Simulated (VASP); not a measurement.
A run of VASP 6.6.1 is set up as follows.

Contents of INCAR:

```
SYSTEM = Nb
PREC = Accurate
ENCUT = 520
EDIFF = 1E-6
ISMEAR = -1
SIGMA = 0.1
LREAL = .False.
LASPH = .True.
NELM = 80
ALGO = Normal
ISIF = 2
LWAVE = .False.
LCHARG = .False.
NBANDS = 12
```

The input KPOINTS:

```
regular mesh
0
Gamma
  9 9 9
  0 0 0
```

File POSCAR:

```
Nb
1.0
    1.5773643334      1.5773643334      1.5773643334
   -1.5773643334      1.5773643334      1.5773643334
   -1.5773643334     -1.5773643334      1.5773643334
Nb
1
Direct
    0.0000000000      0.0000000000      0.0000000000
```

Potentials or basis: VASP PAW LDA potentials, release 64 (Nb_sv).

Run with:

```console
$ cat potpaw_LDA.64/Nb_sv/POTCAR > POTCAR
$ mpirun -np 1 vasp_std > vasp.out
```

Task: What does it give for the pressure?

Result: 19.8 GPa.
